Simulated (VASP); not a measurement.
K: single point with LDA

The system is K.

```
K
1.0
     4.11103    0.00000    0.00000
     0.00000    4.11103    0.00000
     0.00000    0.00000    4.11103
K
1
Direct
  0.00000 0.00000 0.00000
```

This isn't the form of K at room conditions, which is bcc.

- Program: VASP 6.6.1
- Task: single point
- Functional: LDA
- Potentials or basis: VASP PAW LDA potentials, release 64 (K_sv)
- Cutoff: 500 eV
- k mesh: 9 × 9 × 9
- Occupations: fermi-dirac, width 0.05 eV
- Spin: no spin polarisation

The pressure is 0.0 GPa and the band gap on the k mesh is zero (an odd number of electrons rules out a gap without spin polarisation).

Levels at points of the mesh, in eV from the Fermi level:
```csv
k point,band 2,band 3,band 4,band 5,band 6,band 7,band 8,band 9
"(0.00, 0.00, 0.00)",-15.60,-15.60,-15.60,-2.25,2.79,2.79,6.32,6.32
```

Wall time 20 s on 1 thread of Intel Xeon 8259CL, with other jobs on the host, peak memory 0.15 GiB.
